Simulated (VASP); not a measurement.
Runs of VASP 6.6.1 on Sn. The structure is that of space group I4_1/amd (No. 141), or close to it. The cells are those of the table. 

| cell | further INCAR settings | gap on the mesh (eV) | pressure (GPa) |
| --- | --- | --- | --- |
| a = 4.330 Å, angles 98.8, 98.8, 134.0°, 2 atoms | ALGO = Fast; EDIFF = 1e-06; NBANDS = 21 | none | 0.8 |
| a = 4.368 Å, angles 98.1, 98.1, 135.9°, 2 atoms | ALGO = Fast; EDIFF = 1e-06; NBANDS = 21 | none | (b) |
| a = 4.448 Å, angles 96.9, 96.9, 139.4°, 2 atoms | ALGO = Fast; EDIFF = 1e-06; NBANDS = 21 | none | 0.0 |
| a = 4.490 Å, angles 96.4, 96.4, 140.9°, 2 atoms | ALGO = Fast; EDIFF = 1e-07; NBANDS = 21 | none | 0.4 |
| a = 4.267 Å, angles 100.2, 100.2, 130.3°, 2 atoms | ALGO = Fast; EDIFF = 1e-06; NBANDS = 21 | none | (a) |
| a = 4.572 Å, angles 95.6, 95.6, 143.7°, 2 atoms | ALGO = Fast; EDIFF = 1e-07; NBANDS = 21 | none | 2.2 |

Alike in all rows: task single point; level PBEsol; potentials or basis VASP PAW PBE potentials, release 64 (Sn_d); no spin polarisation; k mesh 24 × 24 × 24; cutoff (eV) 520; smearing gaussian 0.15 eV.

Problem. Fill in the values left out.

Solution. (a) 2.5; (b) 0.3.

Caveats: the PAW data sets were made with another functional, which shifts forces and pressure a little; spin-orbit coupling is left out, which moves the levels of the heavy elements; the stress differs along the axes, from -3 to 3 GPa (at least some runs); the stress differs along the axes, from -2 to 4 GPa (at least some runs); the stress differs along the axes, from -3 to 5 GPa (at least some runs); the stress differs along the axes, from -3 to 12 GPa (at least some runs).

A k mesh can miss the band edges, and the runs leave out spin-orbit coupling on Sn.

A gap of «none» marks levels without a gap at the run's occupations.
